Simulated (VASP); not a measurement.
# Fe2Pt (P-3m1) in VASP: single point with PBEsol+D4

Aim: the single point of Fe2Pt with PBEsol+D4.

Program: VASP 6.6.1. These are calculated values, not measurements. Logs are shortened: lines on timing, memory, paths and dates and some standing lists are left out, and cuts for length are marked.

## Step 1: The cell of the first run

It takes space group P-3m1 (No. 164, trigonal). Conventional cell: a = 2.618 Å, b = 2.618 Å, c = 6.277 Å, α = 90.00°, β = 90.00°, γ = 120.00°. Within 3.1 Å of Fe (site symmetry 3m) lie 9 Fe at 2.36 to 2.62 Å and 3 Pt at 2.69 Å. Pt (site symmetry -3m) has 6 Pt at 2.62 Å and 6 Fe at 2.69 Å within 3.5 Å.

## Step 2: Single point, PBEsol+D4

INCAR

```
  ALGO = Normal
  EDIFF = 1E-6
  ENCUT = 690
  GGA = PS
  GGA_COMPAT = F
  ISIF = 2
  ISMEAR = -1
  IVDW = 13
  LASPH = T
  LCHARG = F
  LREAL = F
  LWAVE = F
  NBANDS = 32
  NELM = 120
  PREC = Accurate
  SIGMA = 0.1
```

KPOINTS

```
k-points
0
Gamma
  14 14 6
```

POSCAR

```
Fe2Pt
1.0
    2.6175999200      0.0000000000      0.0000000000
   -1.3087999600      2.2669080200      0.0000000000
    0.0000000000      0.0000000000      6.2768510000
Fe Pt
2 1
Direct
    0.3333333333      0.6666666667      0.6445400000
    0.6666666667      0.3333333333      0.3554600000
    0.0000000000      0.0000000000      0.0000000000
```

Potentials or basis: VASP PAW PBE potentials, release 64 (Fe_sv, Pt_sv_GW).

On the command line:

```bash
cat potpaw_PBE.64/Fe_sv/POTCAR potpaw_PBE.64/Pt_sv_GW/POTCAR > POTCAR
mpirun -np 1 vasp_std > vasp.out
```

OUTCAR:

```text
EDIFF = 1E-6
   ENCUT = 690
   GGA = PS
   ISIF = 2
   ISMEAR = -1
   IVDW = 13
   LASPH = T
   LREAL = F
   NELM = 120
   PREC = Accurate

 ion  position               nearest neighbor table
   1  0.333  0.667  0.645-   2 2.36   2 2.36   2 2.36   3 2.69   3 2.69   3 2.69
   2  0.667  0.333  0.355-   1 2.36   1 2.36   1 2.36   3 2.69   3 2.69   3 2.69
   3  0.000  0.000  0.000-   1 2.69   2 2.69   2 2.69   1 2.69   2 2.69   1 2.69

  LATTYP: Found a hexagonal cell.
 ALAT       =     2.6175999200
 C/A-ratio  =     2.3979413172

  Lattice vectors:

 A1 = (   2.6175999200,   0.0000000000,   0.0000000000)
 A2 = (  -1.3087999600,   2.2669080200,   0.0000000000)
 A3 = (   0.0000000000,   0.0000000000,   6.2768510000)

Analysis of symmetry for initial positions (statically):
=====================================================================
 Subroutine PRICEL returns:
 Original cell was already a primitive cell.

 Routine SETGRP: Setting up the symmetry group for a
 hexagonal supercell.

 Subroutine GETGRP returns: Found 12 space group operations
 (whereof 12 operations were pure point group operations)
 out of a pool of 24 trial point group operations.

The static configuration has the point symmetry D_3d.

Analysis of symmetry for dynamics (positions and initial velocities):
=====================================================================
 Subroutine PRICEL returns:
 Original cell was already a primitive cell.

 Routine SETGRP: Setting up the symmetry group for a
 hexagonal supercell.

 Subroutine GETGRP returns: Found 12 space group operations
 (whereof 12 operations were pure point group operations)
 out of a pool of 24 trial point group operations.

The dynamic configuration has the point symmetry D_3d.

 Subroutine INISYM returns: Found 12 space group operations
 (whereof 12 operations are pure point group operations),
 and found     1 'primitive' translations

----------------------------------------------------------------------------------------

                                     Primitive cell

  volume of cell :      37.2459

  direct lattice vectors                    reciprocal lattice vectors
     2.617599920  0.000000000  0.000000000     0.382029352  0.220564750  0.000000000
    -1.308799960  2.266908020  0.000000000     0.000000000  0.441129499  0.000000000
     0.000000000  0.000000000  6.276851000     0.000000000  0.000000000  0.159315555

  length of vectors
     2.617599920  2.617599913  6.276851000     0.441129498  0.441129499  0.159315555

  position of ions in fractional coordinates (direct lattice)
     0.333333333  0.666666667  0.644540000
     0.666666667  0.333333333  0.355460000
     0.000000000  0.000000000  0.000000000

  ion indices of the primitive-cell ions
   primitive index   ion index
                 1           1
                 2           2
                 3           3

----------------------------------------------------------------------------------------

 KPOINTS: k-points

Automatic generation of k-mesh.
 Grid dimensions read from file:
 generate k-points for:   14   14    6

 Generating k-lattice:

  Cartesian coordinates                     Fractional coordinates (reciprocal lattice)
     0.027287811  0.015754625  0.000000000     0.071428571 -0.000000000  0.000000000
     0.000000000  0.031509250  0.000000000     0.000000000  0.071428571  0.000000000
     0.000000000  0.000000000  0.026552592     0.000000000  0.000000000  0.166666667

  Length of vectors
     0.031509250  0.031509250  0.026552592

  Shift w.r.t. Gamma in fractional coordinates (k-lattice)
     0.000000000  0.000000000  0.000000000

 Subroutine IBZKPT returns following result:
 ===========================================

 Found    128 irreducible k-points:

 Following reciprocal coordinates:
            Coordinates               Weight
  0.000000  0.000000  0.000000      1.000000
  0.071429  0.000000  0.000000      6.000000
  0.142857 -0.000000  0.000000      6.000000
  0.214286 -0.000000  0.000000      6.000000
  0.285714 -0.000000  0.000000      6.000000
  0.357143  0.000000  0.000000      6.000000
[... 16 lines left out ...]
  0.285714  0.285714  0.000000      6.000000
  0.357143  0.285714  0.000000      6.000000
 [... further k-points ...]
   k-points           NKPTS =    128   k-points in BZ     NKDIM =    128   number of bands    NBANDS=     32
   number of dos      NEDOS =    301   number of ions     NIONS =      3
   total plane-waves  NPLWV =  31104
   dimension x,y,z NGX =    24 NGY =   24 NGZ =   54
   dimension x,y,z NGXF=    48 NGYF=   48 NGZF=  108
   ions per type =               2   1
   NGX,Y,Z   is equivalent  to a cutoff of  15.24, 15.24, 14.30 a.u.
   NGXF,Y,Z  is equivalent  to a cutoff of  30.49, 30.49, 28.60 a.u.
 SYSTEM =  unknown system
   PREC   = accura    normal or accurate (medium, high low for compatibility)
   ISTART =      0    job   : 0-new  1-cont  2-samecut
   ICHARG =      2    charge: 1-file 2-atom 10-const
   ISPIN  =      1    spin polarized calculation?
   LNONCOLLINEAR =      F non collinear calculations
   LSORBIT =      F    spin-orbit coupling
   LASPH  =      T    aspherical Exc in radial PAW
   ENCUT  =  690.0 eV  50.71 Ry    7.12 a.u.   5.61  5.61 13.44*2*pi/ulx,y,z
   NELM   =    120;   NELMIN=  2; NELMDL= -5     # of ELM steps
   EDIFF  = 0.1E-05   stopping-criterion for ELM
   LREAL  =      F    real-space projection
[... 7 lines left out ...]
   TEBEG  =    0.0;   TEEND  =   0.0 temperature during run
   PSTRESS=    0.0 pullay stress
   NELECT =      50.0000    total number of electrons
   NUPDOWN=      -1.0000    fix difference up-down
   EMIN   =  10.00;   EMAX   =-10.00  energy-range for DOS
   EFERMI =   0.00;   METHOD = LEGACY
   ISMEAR =    -1;   SIGMA  =   0.10  broadening in eV -4-tet -1-fermi 0-gaus
   EFERMI_NEDOS =   21; number of points for ismear=-14 and -15
   IALGO  =     38    algorithm
   IMIX   =      4    mixing-type and parameters
     AMIX     =   0.40;   BMIX     =  1.00
     AMIX_MAG =   1.60;   BMIX_MAG =  1.00
  volume/ion in A,a.u.               =      12.42        83.78
  Fermi-wavevector in a.u.,A,eV,Ry     =   1.805948  3.412746 44.374682  3.261447
  Thomas-Fermi vector in A             =   2.865540
   LORBIT       =      0    0 simple, 1 ext, 2 COOP (PROOUT), +10 PAW based schemes
   GGA     = PS    functional components
   LHFCALC =     F    Hartree Fock is set to
   AEXX    =    0.0000 exact exchange contribution
   IVDW    =    13    specifies the selected vdW correction
   LEPSILON=     F    determine dielectric tensor
   LRPA    =     F    only Hartree local field effects (RPA)
 non-spin polarized calculation
  energy-cutoff  :      690.00
  volume of cell :       37.25
 maximum number of plane-waves:      1567
 NGX is ok and might be reduce to    24
   NGX = 11   NGY = 11   NGZ = 27

 number of electron      49.9999980 magnetization

 Free energy of the ion-electron system (eV)
  ---------------------------------------------------
  ext. energy  EPLUGINS =         0.00000000
  ---------------------------------------------------
  free energy    TOTEN  =       -24.63753114 eV

  energy without entropy =      -24.47425482  energy(sigma->0) =      -24.55589298

 E-fermi :  11.8222     XC(G=0): -14.1456

 val. band max:       11.8172111120   @ k =   0.0714   0.0714   0.3333
 cond. band min:      11.8241014855   @ k =  -0.1429   0.5000   0.1667
 fundamental gap:      0.0068903735
 Fermi energy:        11.8221817704

 k-point     1 :       0.0000    0.0000    0.0000
  band No.  band energies     occupation
      1     -87.4541      2.00000
      2     -74.9906      2.00000
      3     -74.9048      2.00000
      4     -41.4740      2.00000
      5     -41.3681      2.00000
      6     -41.2570      2.00000
[... 24 lines left out ...]
     31      22.9520      0.00000
     32      23.1676      0.00000

 k-point     2 :       0.0714    0.0000    0.0000
  band No.  band energies     occupation
      1     -87.4515      2.00000
      2     -74.9881      2.00000
      3     -74.9042      2.00000
      4     -41.4696      2.00000
      5     -41.3683      2.00000
      6     -41.2869      2.00000
[... 24 lines left out ...]
     31      23.1161      0.00000
     32      23.2390      0.00000

 k-point     3 :       0.1429   -0.0000    0.0000
  band No.  band energies     occupation
      1     -87.4446      2.00000
      2     -74.9809      2.00000
      3     -74.9026      2.00000
      4     -41.4575      2.00000
      5     -41.4057      2.00000
      6     -41.3333      2.00000
[... 24 lines left out ...]
     31      23.4285      0.00000
     32      23.5804      0.00000

 k-point     4 :       0.2143   -0.0000    0.0000
  band No.  band energies     occupation
      1     -87.4345      2.00000
      2     -74.9701      2.00000
      3     -74.9007      2.00000
      4     -41.5301      2.00000
      5     -41.4406      2.00000
      6     -41.3295      2.00000
[... 24 lines left out ...]
     31      23.6119      0.00000
     32      24.2014      0.00000

 k-point     5 :       0.2857   -0.0000    0.0000
  band No.  band energies     occupation
      1     -87.4233      2.00000
      2     -74.9573      2.00000
      3     -74.8994      2.00000
      4     -41.6751      2.00000
      5     -41.4243      2.00000
      6     -41.3577      2.00000
[... 584 lines left out ...]
     31      19.1036      0.00000
     32      20.7608      0.00000

 k-point    22 :       0.3571    0.2143    0.0000
  band No.  band energies     occupation
      1     -87.3999      2.00000
      2     -74.9225      2.00000
      3     -74.9046      2.00000
      4     -41.8347      2.00000
      5     -41.5796      2.00000
      6     -41.3731      2.00000
[... 24 lines left out ...]
     31      18.7048      0.00000
     32      20.1555      0.00000

 k-point    23 :       0.2857    0.2857    0.0000
  band No.  band energies     occupation
      1     -87.3993      2.00000
      2     -74.9211      2.00000
      3     -74.9053      2.00000
      4     -41.7976      2.00000
      5     -41.6268      2.00000
      6     -41.3638      2.00000
[... 24 lines left out ...]
     31      18.2906      0.00000
     32      19.3302      0.00000

 k-point    24 :       0.3571    0.2857    0.0000
  band No.  band energies     occupation
      1     -87.3978      2.00000
      2     -74.9157      2.00000
      3     -74.9087      2.00000
      4     -41.7754      2.00000
      5     -41.6747      2.00000
      6     -41.3547      2.00000
[... 24 lines left out ...]
     31      19.1803      0.00000
     32      20.3406      0.00000

 [... further k-points ...]

------------------------ aborting loop because EDIFF is reached ----------------------------------------

  DFT-D4 for vdW energy calculation

  Edisp (eV):   -0.85280

  FORCE on cell =-STRESS in cart. coord.  units (eV):
  Direction    XX          YY          ZZ          XY          YZ          ZX
  --------------------------------------------------------------------------------------
  -------------------------------------------------------------------------------------
  Total      -3.70452    -3.70452    -3.46457     0.00000     0.00000     0.00000
  in kB    -159.35422  -159.35422  -149.03251     0.00000     0.00000     0.00000
  external pressure =     -155.91 kB  Pullay stress =        0.00 kB

 VOLUME and BASIS-vectors are now :
 -----------------------------------------------------------------------------
  energy-cutoff  :      690.00
  volume of cell :       37.25
      direct lattice vectors                 reciprocal lattice vectors
     2.617599920  0.000000000  0.000000000     0.382029352  0.220564750  0.000000000
    -1.308799960  2.266908020  0.000000000     0.000000000  0.441129499  0.000000000
     0.000000000  0.000000000  6.276851000     0.000000000  0.000000000  0.159315555

 POSITION                                       TOTAL-FORCE (eV/Angst)
 -----------------------------------------------------------------------------------
     -0.00000      1.51127      4.04568         0.000000      0.000000     -0.103834
      1.30880      0.75564      2.23117        -0.000000      0.000000      0.103834
      0.00000      0.00000      0.00000         0.000000      0.000000      0.000000
 -----------------------------------------------------------------------------------
    total drift:                                0.000000      0.000000      0.000000

  FREE ENERGIE OF THE ION-ELECTRON SYSTEM (eV)
  ---------------------------------------------------
  free  energy   TOTEN  =       -25.4903321823 eV

  energy  without entropy=      -25.3270558605  energy(sigma->0) =      -25.40869402
```

It took 5.5 min on 1 thread of AMD EPYC 7R13 (Zen 3), shared host; peak memory 0.31 GiB.

What came out:

| Item | Value |
| --- | --- |
| Free energy | -25.4903 eV |
| Pressure | -15.6 GPa |
| Largest force | 0.104 eV/Å |
| Band gap on the k mesh | zero (bands 25 and 26 overlap by 1.43 eV) |
| Dispersion energy per atom | -0.284 eV |

Forces on the atoms (eV/Å):
```
Fe   0.000  0.000 -0.104
Fe   0.000  0.000  0.104
Pt   0.000  0.000  0.000
```

Stress tensor (GPa, compression positive):
```
-15.94   0.00   0.00
  0.00 -15.94   0.00
  0.00   0.00 -14.90
```

Levels at points of the mesh, in eV from the Fermi level:
```csv
k point,band 23,band 24,band 25,band 26,band 27,band 28
"(0.00, 0.00, 0.00)",-1.54,-0.81,-0.74,-0.74,-0.19,-0.19
"(0.50, 0.00, 0.00)",0.48,0.53,0.58,0.80,0.94,2.01
"(0.00, 0.00, 0.50)",-1.54,-1.16,-1.16,-0.26,-0.26,0.24
"(0.50, 0.00, 0.50)",-0.41,0.23,0.48,0.53,0.58,0.75
```

Caveat: the cell stands under tension; the PAW data sets were made with another functional, which shifts forces and pressure a little; spin-orbit coupling is left out, which moves the levels of the heavy elements; the run has no spin polarisation, though such a crystal can be magnetic.
